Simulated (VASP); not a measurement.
# H18CO9 in VASP: single point with PBE+D3(BJ)

Aim: the single point of H18CO9 with PBE+D3(BJ).

All numbers are computed with VASP 6.6.1; they aren't measurements. Logs are shortened: lines on timing, memory, paths and dates and some standing lists are left out, and cuts for length are marked.

## Step 1: The cell of the first run

The cell holds a disordered packing, 28 atoms: a = 6.470 Å, b = 6.470 Å, c = 6.470 Å, α = 90.00°, β = 90.00°, γ = 90.00°.

## Step 2: Single point, PBE+D3(BJ)

INCAR reads:

```
PREC = Accurate
ENCUT = 1000
EDIFF = 1E-6
ISMEAR = -1
SIGMA = 0.05
LREAL = Auto
LASPH = True
NELM = 120
ALGO = Normal
ISIF = 2
LWAVE = False
LCHARG = True
GGA = PE
IVDW = 12
LELF = True
LVHAR = True
NBANDS = 58
GGA_COMPAT = False
```

KPOINTS reads:

```
Automatic mesh
0
Gamma
  1 1 1
```

POSCAR reads:

```
H18CO9
1.0
    6.4704780000      0.0000000000      0.0000000000
    0.0000000000      6.4704780000      0.0000000000
    0.0000000000      0.0000000000      6.4704780000
O H C
9 18 1
Direct
    0.8037041162      0.8314895613      0.4282764100
    1.0699482180      0.1139269088      0.5756489799
    0.5606947831      0.1435427717      0.0293886512
    0.1665982691      0.3232952860      0.2175846259
    0.4436781821     -0.0613438110      0.6717996549
    0.5223753298      0.5776029140      0.8528182310
    0.0648644577      0.9261778725      1.0740789841
    0.3732342728      0.6656049625      0.2306697233
   -0.0736274106      0.4689901038      0.8896894939
    0.8229123950      0.8533169302      0.2795981162
    0.6552067614      0.8522216857      0.4544822061
    1.1021607003      0.1939389372      0.4491233705
    0.9559072718      0.0189093067      0.5308708204
    0.6324996993      0.2688789802     -0.0120772707
    0.4356766429      0.1959915692      0.0968025960
    0.2548202453      0.4529233958      0.2390186929
    0.0590910312      0.3757168231      0.1225768292
    0.3071123636     -0.0072359773      0.6280817618
    0.4859274751      0.0253372872      0.7908336889
    0.4895412739      0.7067309520      0.7738489206
    0.6738942121      0.5613236672      0.8457584569
    0.1098266515      1.0653318389      1.1158340636
    0.0632487863      0.9318978140      0.9238259086
    0.2634636961      0.7636312981      0.1889729246
    0.4473279937      0.6421296975      0.0963773138
   -0.0072968091      0.5207379215      0.5878214695
    0.2148959111      0.4460803173      0.7670653440
    0.0470829799      0.4732299861      0.7427597330
```

Potentials or basis: VASP PAW PBE potentials, release 64 (O_h, H_h, C_h).

Started as:

```
$ cat potpaw_PBE.64/O_h/POTCAR potpaw_PBE.64/H_h/POTCAR potpaw_PBE.64/C_h/POTCAR > POTCAR
$ mpirun -np 1 vasp_gam > vasp.out
```

OUTCAR:

```text
PREC = Accurate
   ENCUT = 1000
   EDIFF = 1E-6
   ISMEAR = -1
   LREAL = Auto
   LASPH = True
   NELM = 120
   ISIF = 2
   GGA = PE
   IVDW = 12
 IVDW          = 12

 ion  position               nearest neighbor table
   1  0.804  0.831  0.428-  10 0.98  11 0.98
   2  0.070  0.114  0.576-  12 0.99  13 1.00
   3  0.561  0.144  0.029-  14 0.97  15 0.98
   4  0.167  0.323  0.218-  17 0.99  16 1.02
   5  0.444  0.939  0.672-  19 0.99  18 0.99
   6  0.522  0.578  0.853-  21 0.99  20 1.00
   7  0.065  0.926  0.074-  23 0.97  22 0.98
   8  0.373  0.666  0.231-  24 0.99  25 1.00
   9  0.926  0.469  0.890-  28 1.23
  10  0.823  0.853  0.280-   1 0.98
  11  0.655  0.852  0.454-   1 0.98
  12  0.102  0.194  0.449-   2 0.99
  13  0.956  0.019  0.531-   2 1.00
  14  0.632  0.269  0.988-   3 0.97
[... 11 lines left out ...]
  26  0.993  0.521  0.588-  28 1.11
  27  0.215  0.446  0.767-  28 1.11
  28  0.047  0.473  0.743-  26 1.11  27 1.11   9 1.23

  LATTYP: Found a simple cubic cell.
 ALAT       =     6.4704780000

  Lattice vectors:

 A1 = (   6.4704780000,   0.0000000000,   0.0000000000)
 A2 = (   0.0000000000,   6.4704780000,   0.0000000000)
 A3 = (   0.0000000000,   0.0000000000,   6.4704780000)

Analysis of symmetry for initial positions (statically):
=====================================================================
 Subroutine PRICEL returns:
 Original cell was already a primitive cell.

 Routine SETGRP: Setting up the symmetry group for a
 simple cubic supercell.

 Subroutine GETGRP returns: Found  1 space group operations
 (whereof  1 operations were pure point group operations)
 out of a pool of 48 trial point group operations.

The static configuration has the point symmetry C_1 .

Analysis of symmetry for dynamics (positions and initial velocities):
=====================================================================
 Subroutine PRICEL returns:
 Original cell was already a primitive cell.

 Routine SETGRP: Setting up the symmetry group for a
 simple cubic supercell.

 Subroutine GETGRP returns: Found  1 space group operations
 (whereof  1 operations were pure point group operations)
 out of a pool of 48 trial point group operations.

The dynamic configuration has the point symmetry C_1 .

 Subroutine INISYM returns: Found  1 space group operations
 (whereof  1 operations are pure point group operations),
 and found     1 'primitive' translations

----------------------------------------------------------------------------------------

                                     Primitive cell

  volume of cell :     270.9001

  direct lattice vectors                    reciprocal lattice vectors
     6.470478000  0.000000000  0.000000000     0.154548087  0.000000000  0.000000000
     0.000000000  6.470478000  0.000000000     0.000000000  0.154548087  0.000000000
     0.000000000  0.000000000  6.470478000     0.000000000  0.000000000  0.154548087

  length of vectors
     6.470478000  6.470478000  6.470478000     0.154548087  0.154548087  0.154548087

  position of ions in fractional coordinates (direct lattice)
     0.803704116  0.831489561  0.428276410
     0.069948218  0.113926909  0.575648980
     0.560694783  0.143542772  0.029388651
     0.166598269  0.323295286  0.217584626
     0.443678182  0.938656189  0.671799655
     0.522375330  0.577602914  0.852818231
[... 20 lines left out ...]
     0.214895911  0.446080317  0.767065344
     0.047082980  0.473229986  0.742759733

  ion indices of the primitive-cell ions
   primitive index   ion index
                 1           1
                 2           2
                 3           3
                 4           4
                 5           5
                 6           6
[... 20 lines left out ...]
                27          27
                28          28

----------------------------------------------------------------------------------------

 KPOINTS: Automatic mesh

Automatic generation of k-mesh.
 Grid dimensions read from file:
 generate k-points for:    1    1    1

 Generating k-lattice:

  Cartesian coordinates                     Fractional coordinates (reciprocal lattice)
     0.154548087  0.000000000  0.000000000     1.000000000  0.000000000  0.000000000
     0.000000000  0.154548087  0.000000000     0.000000000  1.000000000  0.000000000
     0.000000000  0.000000000  0.154548087     0.000000000  0.000000000  1.000000000

  Length of vectors
     0.154548087  0.154548087  0.154548087

  Shift w.r.t. Gamma in fractional coordinates (k-lattice)
     0.000000000  0.000000000  0.000000000

 Subroutine IBZKPT returns following result:
 ===========================================

 Found      1 irreducible k-points:

 Following reciprocal coordinates:
            Coordinates               Weight
  0.000000  0.000000  0.000000      1.000000
   k-points           NKPTS =      1   k-points in BZ     NKDIM =      1   number of bands    NBANDS=     58
   number of dos      NEDOS =    301   number of ions     NIONS =     28
   total plane-waves  NPLWV = 343000
   dimension x,y,z NGX =    70 NGY =   70 NGZ =   70
   dimension x,y,z NGXF=   140 NGYF=  140 NGZF=  140
   ions per type =               9  18   1
   NGX,Y,Z   is equivalent  to a cutoff of  17.99, 17.99, 17.99 a.u.
   NGXF,Y,Z  is equivalent  to a cutoff of  35.97, 35.97, 35.97 a.u.
 SYSTEM =  unknown system
   PREC   = accura    normal or accurate (medium, high low for compatibility)
   ISTART =      0    job   : 0-new  1-cont  2-samecut
   ICHARG =      2    charge: 1-file 2-atom 10-const
   ISPIN  =      1    spin polarized calculation?
   LNONCOLLINEAR =      F non collinear calculations
   LSORBIT =      F    spin-orbit coupling
   LASPH  =      T    aspherical Exc in radial PAW
   ENCUT  = 1000.0 eV  73.50 Ry    8.57 a.u.  16.68 16.68 16.68*2*pi/ulx,y,z
   NELM   =    120;   NELMIN=  2; NELMDL= -5     # of ELM steps
   EDIFF  = 0.1E-05   stopping-criterion for ELM
   LREAL  =      T    real-space projection
   EDIFFG = 0.1E-04   stopping-criterion for IOM
   NSW    =      0    number of steps for IOM
   IBRION =     -1    ionic relax: 0-MD 1-quasi-New 2-CG
   NFREE  =      0    steps in history (QN), initial steepest desc. (CG)
   ISIF   =      2    stress and relaxation
   ISYM   =      2    0-nonsym 1-usesym 2-fastsym
   POTIM  = 0.5000    time-step for ionic-motion
   TEBEG  =    0.0;   TEEND  =   0.0 temperature during run
   PSTRESS=    0.0 pullay stress
   NELECT =      76.0000    total number of electrons
   NUPDOWN=      -1.0000    fix difference up-down
   EMIN   =  10.00;   EMAX   =-10.00  energy-range for DOS
   EFERMI =   0.00;   METHOD = LEGACY
   ISMEAR =    -1;   SIGMA  =   0.05  broadening in eV -4-tet -1-fermi 0-gaus
   EFERMI_NEDOS =   21; number of points for ismear=-14 and -15
   IALGO  =     38    algorithm
   IMIX   =      4    mixing-type and parameters
     AMIX     =   0.40;   BMIX     =  1.00
     AMIX_MAG =   1.60;   BMIX_MAG =  1.00
  volume/ion in A,a.u.               =       9.68        65.29
  Fermi-wavevector in a.u.,A,eV,Ry     =   1.071708  2.025234 15.627071  1.148557
  Thomas-Fermi vector in A             =   2.207456
   LORBIT       =      0    0 simple, 1 ext, 2 COOP (PROOUT), +10 PAW based schemes
   GGA     = PE    functional components
   LHFCALC =     F    Hartree Fock is set to
   AEXX    =    0.0000 exact exchange contribution
   IVDW    =    12    specifies the selected vdW correction
   LEPSILON=     F    determine dielectric tensor
   LRPA    =     F    only Hartree local field effects (RPA)
 non-spin polarized calculation
  energy-cutoff  :     1000.00
  volume of cell :      270.90
 maximum number of plane-waves:      9775
 NGX is ok and might be reduce to    70
   NGX = 33   NGY = 33   NGZ = 33

 number of electron      75.9999999 magnetization

 Free energy of the ion-electron system (eV)
  ---------------------------------------------------
  ext. energy  EPLUGINS =         0.00000000
  ---------------------------------------------------
  free energy    TOTEN  =      -140.32902194 eV

  energy without entropy =     -140.32902194  energy(sigma->0) =     -140.32902194

 E-fermi :  -1.7949     XC(G=0):  -7.0415

 val. band max:       -2.9915886863   @ k =   0.0000   0.0000   0.0000
 cond. band min:       0.9777492691   @ k =   0.0000   0.0000   0.0000
 fundamental gap:      3.9693379555
 Fermi energy:        -1.7949372727

 k-point     1 :       0.0000    0.0000    0.0000
  band No.  band energies     occupation
      1     -23.3755      2.00000
      2     -22.1029      2.00000
      3     -21.7277      2.00000
      4     -21.5386      2.00000
      5     -21.4628      2.00000
      6     -21.2282      2.00000
[... 42 lines left out ...]
     49       7.3553      0.00000
     50       7.5518      0.00000
 [bands above 50 left out]

------------------------ aborting loop because EDIFF is reached ----------------------------------------

 Edisp (eV)   -1.06830

 E8    (eV) :    -0.2242

  FORCE on cell =-STRESS in cart. coord.  units (eV):
  Direction    XX          YY          ZZ          XY          YZ          ZX
  --------------------------------------------------------------------------------------
  -------------------------------------------------------------------------------------
  Total      -0.19802     0.40788    -0.65190     0.16854     0.18672    -0.23175
  in kB      -1.17117     2.41232    -3.85549     0.99678     1.10432    -1.37062
  external pressure =       -0.87 kB  Pullay stress =        0.00 kB

 VOLUME and BASIS-vectors are now :
 -----------------------------------------------------------------------------
  energy-cutoff  :     1000.00
  volume of cell :      270.90
      direct lattice vectors                 reciprocal lattice vectors
     6.470478000  0.000000000  0.000000000     0.154548087  0.000000000  0.000000000
     0.000000000  6.470478000  0.000000000     0.000000000  0.154548087  0.000000000
     0.000000000  0.000000000  6.470478000     0.000000000  0.000000000  0.154548087

 POSITION                                       TOTAL-FORCE (eV/Angst)
 -----------------------------------------------------------------------------------
      5.20035      5.38013      2.77115        -0.172202      0.070698     -0.121021
      0.45260      0.73716      3.72472         0.049745      0.034077      0.042854
      3.62796      0.92879      0.19016        -0.009743      0.043594      0.010853
      1.07797      2.09188      1.40788        -0.083251     -0.134137     -0.008874
      2.87081      6.07355      4.34686         0.027800     -0.022565     -0.034248
      3.38002      3.73737      5.51814         0.007578      0.055262     -0.035275
[... 20 lines left out ...]
      1.39048      2.88635      4.96328        -0.024259      0.010614     -0.031248
      0.30465      3.06202      4.80601         0.016711     -0.018763     -0.002452
 -----------------------------------------------------------------------------------
    total drift:                                0.002309     -0.002586      0.003492

  FREE ENERGIE OF THE ION-ELECTRON SYSTEM (eV)
  ---------------------------------------------------
  free  energy   TOTEN  =      -141.3973245231 eV

  energy  without entropy=     -141.3973245230  energy(sigma->0) =     -141.39732452
```

Run time: 3.1 min. Hardware: 1 thread of AMD EPYC, shared host; peak memory 0.64 GiB.

Results:

```
Free energy                : -141.3973 eV
Pressure                   : -0.1 GPa
Largest force              : 0.222 eV/Å
Dispersion energy per atom : -0.038 eV
```

Forces in eV/Å, atoms in the order of the input:
```
O   -0.172  0.071 -0.121
O    0.050  0.034  0.043
O   -0.010  0.044  0.011
O   -0.083 -0.134 -0.009
O    0.028 -0.023 -0.034
O    0.008  0.055 -0.035
O    0.001  0.023 -0.090
O   -0.073  0.015 -0.135
O    0.000  0.003 -0.014
H    0.017 -0.035  0.136
H    0.155  0.031  0.053
H    0.015  0.029 -0.022
H   -0.035 -0.058 -0.014
H   -0.033 -0.034 -0.022
H   -0.003  0.013 -0.022
H    0.078  0.121  0.027
H    0.007  0.010  0.009
H   -0.023 -0.006 -0.015
H    0.015  0.010  0.030
H   -0.001 -0.080  0.013
H    0.022 -0.027  0.001
H   -0.003 -0.005  0.033
H   -0.016 -0.011  0.063
H    0.075 -0.058  0.028
H   -0.021  0.009  0.111
H    0.012  0.010  0.007
H   -0.024  0.011 -0.031
C    0.017 -0.019 -0.002
```

Caveat: the k points lie up to 0.97 Å⁻¹ apart, too coarse for converged energies, forces and pressures.
